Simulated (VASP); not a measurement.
Here is a VASP 6.6.1 calculation.

File INCAR:

```
ALGO     = Normal         # electronic algorithm
EDIFF    = 1E-6           # SCF threshold, eV
ENCUT    = 550            # plane-wave cutoff, eV
GGA      = PE             # functional
GGA_COMPAT= False        
ISIF     = 2              # what is computed and relaxed
ISMEAR   = -1             # smearing method
LASPH    = True           # aspherical terms in the spheres
LCHARG   = False          # write CHGCAR
LREAL    = False          # projectors in reciprocal space
LWAVE    = False          # write WAVECAR
NBANDS   = 37             # bands
NELM     = 120            # most SCF steps
PREC     = Accurate       # precision mode
SIGMA    = 0.05           # smearing width, eV
```

Contents of KPOINTS:

```
k-points
0
Gamma
  7 7 7
```

The input POSCAR:

```
Hg
1.0
    4.5700671014      0.0000000000      0.0000000000
   -2.2850335507      3.9577942068      0.0000000000
    0.0000000000      0.0000000000      3.8956298860
Hg
3
Direct
    0.6666666667      0.3333333333      0.5000000000
    0.0000000000      0.0000000000      0.0000000000
    0.3333333333      0.6666666667      0.5000000000
```

Potentials or basis: VASP PAW PBE potentials, release 64 (Hg_sv_GW).

Command:

```bash
$ cat potpaw_PBE.64/Hg_sv_GW/POTCAR > POTCAR
$ mpirun -np 1 vasp_std > vasp.out
```

Question: Predict the band gap on the k mesh.

Answer: Zero (bands 30 and 31 overlap by 4.87 eV).

Question: Estimate the pressure.

Answer: 11.0 GPa.

Stress tensor (GPa, compression positive):
```
15.00  0.00  0.00
 0.00 15.00  0.00
 0.00  0.00  3.14
```

Caveat: the stress differs along the axes, from 3 to 15 GPa; spin-orbit coupling is left out, which moves the levels of the heavy elements.
